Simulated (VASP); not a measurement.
# AlIn2Sb2As (P4/mmm) in VASP: a series of runs

Runs on AlIn2Sb2As. Level: PBE. Tasks: relaxation of cell and atoms.

All numbers are computed with VASP 6.6.1; they aren't measurements. Logs are shortened: lines on timing, memory, paths and dates and some standing lists are left out, and cuts for length are marked.

### 1 The cell of the first run

Symmetry: P4/mmm, No. 123, tetragonal system. The conventional cell has a = 5.705 Å, b = 5.705 Å, c = 5.517 Å, α = 90.00°, β = 90.00°, γ = 90.00°. Within 3.6 Å of Al (site symmetry 4/mmm) lie 2 As at 2.76 Å and 4 In at 2.85 Å. In (site symmetry mmm) has 2 Al at 2.85 Å and 4 Sb at 3.18 Å within 3.8 Å. Sb (site symmetry 4mm) has 2 Sb at 2.70 to 2.82 Å and 4 In at 3.18 Å within 3.6 Å. Within 3.6 Å of As (site symmetry 4/mmm) lie 2 Al at 2.76 Å.

The cell was generated, and may not be a known phase.

### 2 Relaxation of cell and atoms, PBE

INCAR reads:

```
PREC = Accurate
ENCUT = 600
EDIFF = 1E-6
ISMEAR = 0
SIGMA = 0.1
LREAL = False
LASPH = True
NELM = 100
ALGO = Normal
ISIF = 3
LWAVE = False
LCHARG = False
GGA = PE
IBRION = 2
NSW = 100
EDIFFG = -0.01
```

KPOINTS reads:

```
Automatic mesh
0
Gamma
  8 8 8
```

POSCAR reads:

```
AlIn2Sb2As
1.0
    5.7048996559      0.0000000000      0.0000000000
    0.0000000000      5.7048996559      0.0000000000
    0.0000000000      0.0000000000      5.5173362649
Al In Sb As
1 2 2 1
Direct
    0.5000000000      0.5000000000      0.0000000000
    0.0000000000      0.5000000000      0.0000000000
    0.5000000000      0.0000000000      0.0000000000
    0.0000000000      0.0000000000      0.2556997075
    0.0000000000      0.0000000000      0.7443002925
    0.5000000000      0.5000000000      0.5000000000
```

Potentials or basis: VASP PAW PBE potentials, release 64 (Al, In_d, Sb, As).

On the command line:

```bash
$ cat potpaw_PBE.64/Al/POTCAR potpaw_PBE.64/In_d/POTCAR potpaw_PBE.64/Sb/POTCAR potpaw_PBE.64/As/POTCAR > POTCAR
$ mpirun -np 1 vasp_std > vasp.out
```

OUTCAR:

```text
PREC = Accurate
   ENCUT = 600
   EDIFF = 1E-6
   ISMEAR = 0
   LREAL = False
   LASPH = True
   NELM = 100
   ISIF = 3
   GGA = PE
   IBRION = 2
   NSW = 100
   EDIFFG = -0.01

 ion  position               nearest neighbor table
   1  0.500  0.500  0.000-   6 2.76   6 2.76   2 2.85   3 2.85   3 2.85   2 2.85
   2  0.000  0.500  0.000-   1 2.85   1 2.85   5 3.18   4 3.18   5 3.18   4 3.18
   3  0.500  0.000  0.000-   1 2.85   1 2.85   5 3.18   4 3.18   4 3.18   5 3.18
   4  0.000  0.000  0.256-   5 2.70   5 2.82   2 3.18   3 3.18   2 3.18   3 3.18
   5  0.000  0.000  0.744-   4 2.70   4 2.82   3 3.18   2 3.18   2 3.18   3 3.18
   6  0.500  0.500  0.500-   1 2.76   1 2.76

  LATTYP: Found a simple tetragonal cell.
 ALAT       =     5.7048996559
 C/A-ratio  =     0.9671224031

  Lattice vectors:

 A1 = (   5.7048996559,   0.0000000000,   0.0000000000)
 A2 = (   0.0000000000,   5.7048996559,   0.0000000000)
 A3 = (   0.0000000000,   0.0000000000,   5.5173362649)

Analysis of symmetry for initial positions (statically):
=====================================================================
 Subroutine PRICEL returns:
 Original cell was already a primitive cell.

 Routine SETGRP: Setting up the symmetry group for a
 simple tetragonal supercell.

 Subroutine GETGRP returns: Found 16 space group operations
 (whereof 16 operations were pure point group operations)
 out of a pool of 16 trial point group operations.

The static configuration has the point symmetry D_4h.

Analysis of symmetry for dynamics (positions and initial velocities):
=====================================================================
 Subroutine PRICEL returns:
 Original cell was already a primitive cell.

 Routine SETGRP: Setting up the symmetry group for a
 simple tetragonal supercell.

 Subroutine GETGRP returns: Found 16 space group operations
 (whereof 16 operations were pure point group operations)
 out of a pool of 16 trial point group operations.

The dynamic configuration has the point symmetry D_4h.

 Subroutine INISYM returns: Found 16 space group operations
 (whereof 16 operations are pure point group operations),
 and found     1 'primitive' translations

----------------------------------------------------------------------------------------

[... 100 lines left out ...]
   EDIFF  = 0.1E-05   stopping-criterion for ELM
   LREAL  =      F    real-space projection
   EDIFFG = -.1E-01   stopping-criterion for IOM
   NSW    =    100    number of steps for IOM
   IBRION =      2    ionic relax: 0-MD 1-quasi-New 2-CG
   NFREE  =      1    steps in history (QN), initial steepest desc. (CG)
   ISIF   =      3    stress and relaxation
   ISYM   =      2    0-nonsym 1-usesym 2-fastsym
   POTIM  = 0.5000    time-step for ionic-motion
   TEBEG  =    0.0;   TEEND  =   0.0 temperature during run
   PSTRESS=    0.0 pullay stress
   NELECT =      44.0000    total number of electrons
   NUPDOWN=      -1.0000    fix difference up-down
   EMIN   =  10.00;   EMAX   =-10.00  energy-range for DOS
   EFERMI =   0.00;   METHOD = LEGACY
   ISMEAR =     0;   SIGMA  =   0.10  broadening in eV -4-tet -1-fermi 0-gaus
   EFERMI_NEDOS =   21; number of points for ismear=-14 and -15
   IALGO  =     38    algorithm
   IMIX   =      4    mixing-type and parameters
     AMIX     =   0.40;   BMIX     =  1.00
     AMIX_MAG =   1.60;   BMIX_MAG =  1.00
  volume/ion in A,a.u.               =      29.93       201.96
  Fermi-wavevector in a.u.,A,eV,Ry     =   1.024434  1.935899 14.278833  1.049465
  Thomas-Fermi vector in A             =   2.158221
   LORBIT       =      0    0 simple, 1 ext, 2 COOP (PROOUT), +10 PAW based schemes
   GGA     = PE    functional components
   LHFCALC =     F    Hartree Fock is set to
   AEXX    =    0.0000 exact exchange contribution
   IVDW    =     0    specifies the selected vdW correction
   LEPSILON=     F    determine dielectric tensor
   LRPA    =     F    only Hartree local field effects (RPA)
 conjugate gradient relaxation of ions
 non-spin polarized calculation
 Gauss-broadening in eV      SIGMA  =   0.10
  energy-cutoff  :      600.00
  volume of cell :      179.57
 maximum number of plane-waves:      6020
 NGX is ok and might be reduce to    48
   NGX = 23   NGY = 23   NGZ = 23

--------------------------------------- Ionic step        1  -------------------------------------------

 number of electron      44.0000005 magnetization

 Free energy of the ion-electron system (eV)
  ---------------------------------------------------
  ext. energy  EPLUGINS =         0.00000000
  ---------------------------------------------------
  free energy    TOTEN  =       -19.01861127 eV

  energy without entropy =      -19.00091075  energy(sigma->0) =      -19.00976101

------------------------ aborting loop because EDIFF is reached ----------------------------------------

  FORCE on cell =-STRESS in cart. coord.  units (eV):
  Direction    XX          YY          ZZ          XY          YZ          ZX
  --------------------------------------------------------------------------------------
  -------------------------------------------------------------------------------------
  Total       -0.0582203     -0.0582203      0.9680954      0.0000000      0.0000000      0.0000000
  in kB       -0.5194686     -0.5194686      8.6378024      0.0000000      0.0000000      0.0000000
  external PRESSURE =       2.5329550 kB  Pullay stress =       0.0000000 kB
[... 307 lines left out ...]
--------------------------------------- Ionic step        9  -------------------------------------------

 number of electron      44.0000005 magnetization

 Free energy of the ion-electron system (eV)
  ---------------------------------------------------
  ext. energy  EPLUGINS =         0.00000000
  ---------------------------------------------------
  free energy    TOTEN  =       -19.02810656 eV

  energy without entropy =      -19.00937460  energy(sigma->0) =      -19.01874058

 E-fermi :   4.9320     XC(G=0):  -9.0848

 val. band max:        4.9316625965   @ k =   0.5000   0.3750   0.1250
 cond. band min:       4.9406046771   @ k =   0.3750   0.2500   0.0000
 fundamental gap:      0.0089420805
 Fermi energy:         4.9320046417

 k-point     1 :       0.0000    0.0000    0.0000
  band No.  band energies     occupation
      1      -9.6117      2.00000
      2      -9.5074      2.00000
      3      -9.4965      2.00000
      4      -9.4846      2.00000
      5      -9.4811      2.00000
      6      -9.4811      2.00000
[... 685 lines left out ...]
     25       6.0253      0.00000
     26       7.4143      0.00000

 [... further k-points ...]
[... 5 lines left out ...]
  --------------------------------------------------------------------------------------
  -------------------------------------------------------------------------------------
  Total        0.0102075      0.0102075     -0.0063464      0.0000000      0.0000000     -0.0000000
  in kB        0.0910219      0.0910219     -0.0565918      0.0000000      0.0000000     -0.0000000
  external PRESSURE =       0.0418174 kB  Pullay stress =       0.0000000 kB
[... 21 lines left out ...]
  FREE ENERGIE OF THE ION-ELECTRON SYSTEM (eV)
  ---------------------------------------------------
  free  energy   TOTEN  =       -19.0281065574 eV

  energy  without entropy=      -19.0093746011  energy(sigma->0) =      -19.01874058

 reached required accuracy - stopping structural energy minimisation
```

Run time: 16 min. Hardware: 1 thread of Intel Xeon 6975P-C (Granite Rapids), shared host; peak memory 0.7 GiB.

Results:

| Item | Value |
| --- | --- |
| Free energy | -19.0281 eV |
| Relaxed volume | 29.95 Å³/atom |
| Relaxed cell | a = 5.684 Å, b = 5.684 Å, c = 5.561 Å, α = 90.00°, β = 90.00°, γ = 90.00° |
| Space group after relaxing (to 0.1 Å) | P4/mmm (No. 123) |
| Energy gained by relaxing | 1.6 meV/atom |
| Ionic steps | 9 |
| Pressure after relaxing | 0.0 GPa |
| Largest force after relaxing | 0.004 eV/Å |
| Band gap on the k mesh | zero (bands 22 and 23 overlap by 1.41 eV) |

Forces in eV/Å, atoms in the order of the input:
```
Al   0.000  0.000  0.000
In   0.000  0.000  0.000
In   0.000  0.000  0.000
Sb   0.000  0.000  0.004
Sb   0.000  0.000 -0.004
As   0.000  0.000  0.000
```

Step by step:
```tsv
step	energy change (eV)	largest force (eV/Å)	pressure (GPa)	volume (Å³)
1	0.0000	0.3534	0.25	179.57
2	-0.0087	0.0205	-0.19	180.79
3	-0.0088	0.0073	-0.16	180.70
4	-0.0094	0.0138	-0.03	180.00
5	-0.0094	0.0217	0.01	179.75
6	-0.0093	0.0372	0.11	179.23
7	-0.0094	0.0243	0.03	179.66
8	-0.0094	0.0231	0.03	179.69
9	-0.0095	0.0041	0.00	179.67
```

Final structure:
```
Al In Sb As
1.0
     5.68416    0.00000    0.00000
     0.00000    5.68416    0.00000
     0.00000    0.00000    5.56101
Al In Sb As
1 2 2 1
Direct
  0.50000 0.50000 0.00000
  0.00000 0.50000 0.00000
  0.50000 0.00000 0.00000
  0.00000 0.00000 0.25868
  0.00000 0.00000 0.74132
  0.50000 0.50000 0.50000
```

Caveat: spin-orbit coupling is left out, which moves the levels of the heavy elements.

### 3 Relaxation of cell and atoms, PBE

This run uses another cell than the first one, of 22.85 Å³/atom.

INCAR reads:

```
SYSTEM = AlIn2Sb2As
  PREC = Accurate
  ENCUT = 510
  EDIFF = 1E-7
  ISMEAR = 0
  SIGMA = 0.1
  LREAL = .FALSE.
  LASPH = .TRUE.
  NELM = 120
  ALGO = Normal
  ISIF = 3
  LWAVE = .FALSE.
  LCHARG = .FALSE.
  GGA = PE
  IBRION = 2
  NSW = 90
  EDIFFG = -0.04
  GGA_COMPAT = .FALSE.
  NELMIN = 4
```

KPOINTS reads:

```
regular mesh
0
G
  4 4 2
  0 0 0
```

POSCAR reads:

```
AlIn2Sb2As
1.0
    4.2642510700      0.0000000000      0.0000000000
    0.0000000000      4.2642510700      0.0000000000
    0.0000000000      0.0000000000      7.5398768800
Al In Sb As
1 2 2 1
Direct
    0.5000000000      0.5000000000      0.0000000000
    0.0000000000      0.5000000000      0.0000000000
    0.5000000000      0.0000000000      0.0000000000
    0.0000000000      0.0000000000      0.2425250000
    0.0000000000      0.0000000000      0.7574750000
    0.5000000000      0.5000000000      0.5000000000
```

Potentials or basis: VASP PAW PBE potentials, release 64 (Al, In_d, Sb_d_GW, As_d).

On the command line:

```bash
$ cat potpaw_PBE.64/Al/POTCAR potpaw_PBE.64/In_d/POTCAR potpaw_PBE.64/Sb_d_GW/POTCAR potpaw_PBE.64/As_d/POTCAR > POTCAR
$ mpirun -np 1 vasp_std > vasp.out
```

OUTCAR:

```text
SYSTEM = AlIn2Sb2As
   PREC = Accurate
   ENCUT = 510
   EDIFF = 1E-7
   ISMEAR = 0
   LREAL = .FALSE.
   LASPH = .TRUE.
   NELM = 120
   ISIF = 3
   GGA = PE
   IBRION = 2
   NSW = 90
   EDIFFG = -0.04
   NELMIN = 4

 ion  position               nearest neighbor table
   1  0.500  0.500  0.000-   2 2.13   3 2.13   3 2.13   2 2.13
   2  0.000  0.500  0.000-   1 2.13   1 2.13   5 2.81   4 2.81   5 2.81   4 2.81   3 3.02   3 3.02
                             3 3.02   3 3.02
   3  0.500  0.000  0.000-   1 2.13   1 2.13   5 2.81   4 2.81   4 2.81   5 2.81   2 3.02   2 3.02
                             2 3.02   2 3.02
   4  0.000  0.000  0.243-   2 2.81   3 2.81   2 2.81   3 2.81
   5  0.000  0.000  0.757-   2 2.81   3 2.81   2 2.81   3 2.81
   6  0.500  0.500  0.500-

  LATTYP: Found a simple tetragonal cell.
 ALAT       =     4.2642510700
 C/A-ratio  =     1.7681596970

  Lattice vectors:

 A1 = (   4.2642510700,   0.0000000000,   0.0000000000)
[... 176 lines left out ...]
 E-fermi :   6.8204     XC(G=0): -10.4671

 val. band max:        6.7962405303   @ k =   0.2500   0.0000   0.0000
 cond. band min:       6.8237650370   @ k =   0.2500   0.0000   0.0000
 fundamental gap:      0.0275245067
 Fermi energy:         6.8204348348
[... 1249 lines left out ...]
     43       9.0048      0.00000
     44       9.0051      0.00000

[... ionic steps 4 to 23 ...]

--------------------------------------- Ionic step       24  -------------------------------------------

 number of electron      74.0000046 magnetization

------------------------ aborting loop because EDIFF is reached ----------------------------------------
[... 75 lines left out ...]
--------------------------------------- Ionic step       26  -------------------------------------------

 number of electron      74.0000065 magnetization

 Free energy of the ion-electron system (eV)
  ---------------------------------------------------
  ext. energy  EPLUGINS =         0.00000000
  ---------------------------------------------------
  free energy    TOTEN  =       -18.22629693 eV

  energy without entropy =      -18.20166342  energy(sigma->0) =      -18.21398017

 E-fermi :   4.0774     XC(G=0):  -9.3314

 val. band max:        4.0389559549   @ k =   0.2500   0.0000   0.0000
 cond. band min:       4.0952307309   @ k =   0.5000   0.5000   0.5000
 fundamental gap:      0.0562747760
 Fermi energy:         4.0773762904
[... 595 lines left out ...]
  FREE ENERGIE OF THE ION-ELECTRON SYSTEM (eV)
  ---------------------------------------------------
  free  energy   TOTEN  =       -18.2262969312 eV

  energy  without entropy=      -18.2016634157  energy(sigma->0) =      -18.21398017

 reached required accuracy - stopping structural energy minimisation
```

Wall time 30 min (1 thread of Intel Xeon Platinum 8259CL at 2.50GHz (Skylake/Cascade Lake), shared host); peak memory 0.31 GiB.

What came out:

| Quantity | Value |
| --- | --- |
| Free energy | -18.2263 eV |
| Relaxed volume | 29.93 Å³/atom |
| Relaxed cell | a = 5.240 Å, b = 5.240 Å, c = 6.541 Å, α = 90.00°, β = 90.00°, γ = 90.00° |
| Space group after relaxing (to 0.1 Å) | P4/mmm (No. 123) |
| Energy gained by relaxing | 1443.1 meV/atom |
| Ionic steps | 26 |
| Pressure after relaxing | 0.1 GPa |
| Largest force after relaxing | 0.036 eV/Å |
| Band gap on the k mesh | zero (bands 37 and 38 overlap by 1.44 eV) |

Forces on the atoms (eV/Å):
```
Al   0.000  0.000  0.000
In   0.000  0.000  0.000
In   0.000  0.000  0.000
Sb   0.000  0.000  0.036
Sb   0.000  0.000 -0.036
As   0.000  0.000  0.000
```

Stress tensor (GPa, compression positive):
```
0.09 0.00 0.00
0.00 0.09 0.00
0.00 0.00 0.17
```

Step by step:
```csv
step,energy change (eV),largest force (eV/Å),pressure (GPa),volume (Å³)
1,0.0000,4.9798,37.67,137.10
2,-5.5766,0.3331,-5.88,269.94
3,-7.0150,0.7963,-1.57,203.56
4,-7.0161,0.7061,-2.32,208.15
5,-7.0190,0.7425,-2.03,206.26
6,-7.7075,0.9469,-2.08,197.47
7,-8.4514,0.9461,3.90,167.33
8,-8.5721,0.9394,0.24,178.23
9,-8.5868,0.6069,0.97,175.43
10,-8.6179,0.1445,-0.06,180.28
11,-8.6198,0.0123,0.14,179.30
12,-8.6198,0.0004,0.13,179.37
13,-8.6223,0.0611,-0.03,180.06
14,-8.6253,0.2791,-0.51,182.10
15,-8.6257,0.2059,-0.36,181.46
16,-8.6264,0.2163,-0.37,181.51
17,-8.6283,0.2495,-0.41,181.66
18,-8.6315,0.3154,-0.49,181.95
19,-8.6350,0.4476,-0.64,182.48
20,-8.6382,0.4432,-0.60,182.29
21,-8.6448,0.4237,-0.47,181.71
22,-8.6379,0.3713,-0.14,180.49
23,-8.6461,0.4084,-0.40,181.42
24,-8.6507,0.3394,-0.30,181.04
25,-8.6584,0.1114,0.02,179.90
26,-8.6588,0.0362,0.11,179.56
```

Final structure:
```cif
data_structure
_symmetry_space_group_name_H-M 'P 1'
_symmetry_Int_Tables_number 1
_cell_length_a 5.2395
_cell_length_b 5.2395
_cell_length_c 6.5409
_cell_angle_alpha 90.000
_cell_angle_beta 90.000
_cell_angle_gamma 90.000
_cell_volume 179.56
loop_
_atom_site_label
_atom_site_type_symbol
_atom_site_fract_x
_atom_site_fract_y
_atom_site_fract_z
_atom_site_occupancy
Al1 Al 0.50000 0.50000 0.00000 1
In1 In 0.00000 0.50000 0.00000 1
In2 In 0.50000 0.00000 0.00000 1
Sb1 Sb 0.00000 0.00000 0.28942 1
Sb2 Sb 0.00000 0.00000 0.71058 1
As1 As 0.50000 0.50000 0.50000 1
```

Levels at points of the mesh, in eV from the Fermi level:
```tsv
k point	band 35	band 36	band 37	band 38	band 39	band 40
(0.00, 0.00, 0.00)	-0.44	-0.44	0.30	0.30	0.36	0.36
(0.50, 0.00, 0.00)	-1.75	-0.09	0.14	0.29	0.42	0.49
(0.50, 0.50, 0.00)	-1.60	-1.57	-1.57	1.49	1.49	3.88
(0.00, 0.00, 0.50)	-1.93	-1.23	0.67	0.67	0.92	0.92
(0.50, 0.00, 0.50)	-1.46	-1.17	-0.87	-0.46	-0.17	0.63
(0.50, 0.50, 0.50)	-0.46	0.02	0.98	0.98	1.59	1.68
```

Caveat: the k points lie up to 0.48 Å⁻¹ apart in the final cell, too coarse for converged energies and pressures of a metal; the volume moved by over 15 % at a fixed basis, so the end points are rough; spin-orbit coupling is left out, which moves the levels of the heavy elements.

The gap in the log of VASP goes by the Fermi energy; the results here count the filled bands.